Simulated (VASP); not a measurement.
Write the native input for VASP 6.6.1 that does the following.

| Property | Result |
| --- | --- |
| Task | single point |
| Functional | LDA |
| Potentials or basis | VASP PAW LDA potentials, release 64 (Ta_pv) |
| Cutoff | 520 eV |
| k mesh | 11 × 11 × 6 |
| Occupations | fermi-dirac, width 0.1 eV |
| Spin | no spin polarisation |
| Dipole correction | no |
| Further INCAR settings | ALGO = Normal; EDIFF = 1e-06; NBANDS = 18 |

The structure of Ta lies in POSCAR:

```
Ta
1.0
    2.9003700000      0.0000000000      0.0000000000
   -1.4501900000      2.5118000000      0.0000000000
    0.0000000000      0.0000000000      5.1662700000
Ta
2
Direct
    0.6666666667      0.3333333333      0.7500000000
    0.3333333333      0.6666666667      0.2500000000
```

This isn't the form of Ta at room conditions, which is bcc.

The input as run:

INCAR

```
SYSTEM = Ta
PREC     = Accurate       ! precision mode
ENCUT    = 520            ! plane-wave cutoff, eV
EDIFF    = 1E-6           ! SCF threshold, eV
ISMEAR   = -1             ! smearing method
SIGMA    = 0.1            ! smearing width, eV
LREAL    = .False.        ! projectors in reciprocal space
LASPH    = .True.         ! aspherical terms in the spheres
NELM     = 60             ! most SCF steps
ALGO     = Normal         ! electronic algorithm
ISIF     = 2              ! what is computed and relaxed
LWAVE    = .False.        ! write WAVECAR
LCHARG   = .True.         ! write CHGCAR
GGA      = CA             ! functional
LELF     = .True.         ! ELF
LVHAR    = .True.       
NBANDS   = 18             ! bands
```

KPOINTS

```
Automatic mesh
0
Gamma
  11 11 6
  0 0 0
```

Potentials or basis: VASP PAW LDA potentials, release 64 (Ta_pv).

Command:

```sh
$ cat potpaw_LDA.64/Ta_pv/POTCAR > POTCAR
$ mpirun -np 1 vasp_std > vasp.out
```

Results of the run:

The pressure is -11.0 GPa. The band gap on the k mesh is zero (bands 11 and 12 overlap by 2.23 eV).

Caveat: the cell stands under tension; spin-orbit coupling is left out, which moves the levels of the heavy elements.

Run time: 51 s on 1 thread of Intel Xeon 8259CL, on a shared host, peak memory 0.17 GiB.
